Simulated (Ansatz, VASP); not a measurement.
Two plane-wave programs on TaN

```
Ta N
1.0
     3.04800    0.00000    0.00000
    -1.52400    2.63965    0.00000
     0.00000    0.00000    4.91800
Ta N
2 2
Direct
  0.00000 0.00000 0.00000
  0.00000 0.00000 0.50000
  0.33333 0.66667 0.25000
  0.66667 0.33333 0.75000
```

Alike in both runs: task single point; functional PBE; k mesh 7 × 7 × 4; occupations gaussian, width 0.05 eV; collinear spin; Hubbard terms Ta d U = 7.0 eV.

|  | VASP | Ansatz |
| --- | --- | --- |
| version | VASP 6.6.1 | Ansatz 0.2.0 |
| potentials or method | VASP PAW PBE potentials, release 64 (Ta_pv, N), cutoff 520 eV | scalar-relativistic, plane waves, PAW |
| valence electrons in the cell | 32 | 36 |

Ansatz gave:

* gap on the k mesh at the Fermi level (eV): none
* rms of the force components (eV/Å): 0.283
* net moment per atom (μB): 0.14
* size of the moment on the site where the two differ most (μB): 0.65

Problem. Which values does VASP return?

Solution. gap on the k mesh at the Fermi level (eV): none; rms of the force components (eV/Å): 0.000; net moment per atom (μB): 0.00; size of the moment on the site where the two differ most (μB): 0.00.

The net moments are unlike, so the other rows may belong to different states. Site moments also hang on the region over which each program counts them. The programs project onto different local orbitals, so the same U acts differently, and such runs can settle in different states. Atom by atom the forces differ by 0.283 eV/Å (rms over components). A gap of «none» marks a metal or a gap that the smearing closes. VASP's potentials hold 32 valence electrons a cell and Ansatz's 36, so a difference there can come from the potentials and not from the codes. Ansatz's warnings: filled band counts differ across k points, stress scf threshold loose.

Neither program's run includes spin-orbit coupling.
